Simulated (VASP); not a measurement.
Crystal: Si6Mo.

```
Si Mo
1.0
     0.00000    3.92265    3.92265
     3.92265    0.00000    3.92265
     3.92265    3.92265    0.00000
Si Mo
6 1
Cartesian
  2.0645 3.9226 3.9226
  5.7808 3.9226 3.9226
  3.9226 2.0645 3.9226
  3.9226 5.7808 3.9226
  3.9226 3.9226 2.0645
  3.9226 3.9226 5.7808
  3.9226 3.9226 3.9226
```

* Program: VASP 6.6.1
* Task: relaxation of cell and atoms
* Functional: PBE
* Potentials or basis: VASP PAW PBE potentials, release 64 (Si, Mo_sv)
* Cutoff: 600 eV
* k mesh: 4 × 4 × 4
* Occupations: gaussian, width 0.1 eV
* Spin: no spin polarisation

At the start: pressure 66.8 GPa; volume 17.25 Å³/atom.

**Question.** Where does the relaxation end?

**Answer.** Over 14 steps the energy falls by 3267.1 meV/atom and the volume is 20.81 Å³/atom (+20.7 %); space group Fm-3m (No. 225, to 0.05 Å).

The path:
| step | energy change (eV) | largest force (eV/Å) | pressure (GPa) | volume (Å³) |
| --- | --- | --- | --- | --- |
| 1 | 0.0000 | 17.9789 | 66.80 | 120.72 |
| 2 | -11.6058 | 4.3333 | 1.64 | 294.93 |
| 3 | -13.7767 | 2.8909 | -2.00 | 268.99 |
| 4 | -15.4797 | 2.0486 | -5.01 | 248.22 |
| 5 | -21.6074 | 0.0424 | -10.95 | 176.88 |
| 6 | -21.5660 | 3.2653 | 0.17 | 147.02 |
| 7 | -22.2413 | 0.9187 | -8.56 | 163.93 |
| 8 | -22.2805 | 1.4937 | -6.70 | 158.55 |
| 9 | -22.2866 | 1.3884 | -7.05 | 159.45 |
| 10 | -22.8211 | 0.4217 | 2.96 | 141.94 |
| 11 | -22.8683 | 0.0909 | 0.24 | 145.44 |
| 12 | -22.8682 | 0.0545 | 0.44 | 145.17 |
| 13 | -22.8694 | 0.0409 | 0.16 | 145.75 |
| 14 | -22.8694 | 0.0305 | 0.19 | 145.68 |

Final structure:
```
Si Mo
1.0
     0.00000    4.17632    4.17632
     4.17632    0.00000    4.17632
     4.17632    4.17632    0.00000
Si Mo
6 1
Direct
  0.79163 0.20837 0.20837
  0.20837 0.79163 0.79163
  0.20837 0.79163 0.20837
  0.79163 0.20837 0.79163
  0.20837 0.20837 0.79163
  0.79163 0.79163 0.20837
  0.50000 0.50000 0.50000
```

Caveat: the volume moved by over 15 % at a fixed basis, so the end points are rough.
